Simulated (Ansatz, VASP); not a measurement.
## One calculation of GaN, two programs

```xyz
6
Lattice="3.2163 0.0000 0.0000 0.0000 4.5485 0.0000 0.0000 0.0000 19.2163" Properties=species:S:1:pos:R:3 pbc="T T T"
Ga    0.8041    0.4187    8.1622
Ga    2.4122    2.9074    9.6081
Ga    0.8041    0.4187   11.0541
N     2.4122    4.0505    7.9523
N     0.8041    1.7996    9.6081
N     2.4122    4.0505   11.2640
```

Alike in both runs: functional PBE; k mesh 8 × 6 × 1; occupations fermi-dirac, width 0.02 eV; no spin polarisation.

Ansatz relaxed the structure, and its values are those at the end. VASP's run is a single point on that final structure, the one shown.

|  | VASP | Ansatz |
| --- | --- | --- |
| version | VASP 6.6.1 | Ansatz 0.2.0 |
| potentials or method | VASP PAW PBE potentials, release 64 (Ga_d, N) | PAW with Ansatz's default frozen-core files, scalar-relativistic |
| plane-wave cutoff (eV) | 520 | 420 |
| valence electrons in the cell | 54 | 54 |

Ansatz gave:

| Quantity | Value |
| --- | --- |
| gap on the k mesh at the Fermi level (eV) | 1.21 |
| rms of the force components (eV/Å) | 0.002 |

Task: What did VASP give for the same quantities?

Result: gap on the k mesh at the Fermi level (eV): 1.20; rms of the force components (eV/Å): 0.014.

Ansatz's warnings: stress scf threshold loose.
